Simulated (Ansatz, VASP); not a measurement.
**Hf in VASP and in Ansatz**

Contents of INCAR:

```
PREC = Accurate
ENCUT = 520
EDIFF = 1E-6
ISMEAR = 0
SIGMA = 0.15
LREAL = False
LASPH = True
NELM = 60
ALGO = Normal
ISIF = 2
LWAVE = False
LCHARG = False
GGA = PS
NBANDS = 11
```

The input KPOINTS:

```
regular mesh
0
Gamma
  18 18 18
```

Contents of POSCAR:

```
Hf
1.0
   -1.8997625000      1.8050000000      1.8050000000
    1.8997625000     -1.8050000000      1.8050000000
    1.8997625000      1.8050000000     -1.8050000000
Hf
1
Direct
    0.0000000000      0.0000000000      0.0000000000
```

Input for Ansatz:

```yaml
crystal:
  lattice:
    - [-1.8997625, 1.805, 1.805]
    - [1.8997625, -1.805, 1.805]
    - [1.8997625, 1.805, -1.805]
  atoms:
    - { symbol: Hf, position: [0.0, 0.0, 0.0] }
basis:
  ecutwfc: 420
kpoints:
  mp_grid: { grid: [18, 18, 18] }
hamiltonian:
  xc: pbesol
scf:
  occupations: { method: gaussian, width: 0.15 }
output:
  forces: true
  stress: true
  eigenvalues: true
```

Change from the starting cell: strain +0.0525 x Voigt [1, 0, 0, 0, 0, 0], atoms carried along.

Alike in both runs: task single point; functional PBEsol; k mesh 18 × 18 × 18; occupations gaussian, width 0.15 eV; no spin polarisation.

|  | VASP | Ansatz |
| --- | --- | --- |
| version | VASP 6.6.1 | Ansatz 0.2.0 |
| potentials or method | VASP PAW PBE potentials, release 64 (Hf_pv), cutoff 520 eV | scalar-relativistic, plane waves, PAW |
| valence electrons in the cell | 10 | 26 |

```csv
,VASP,Ansatz,Ansatz less VASP
gap on the k mesh at the Fermi level (eV),none,none,-
pressure (GPa),-12.7,-12.4,+0.33
"traceless stress, the component that is largest in VASP (GPa)",1.56,1.53,-0.034
```

VASP's potentials were made for PBE, not for PBEsol. A gap of «none» marks a metal or a gap that the smearing closes. VASP's potentials hold 10 valence electrons a cell and Ansatz's 26, so a difference there can come from the potentials and not from the codes.

Spin-orbit coupling is off throughout.
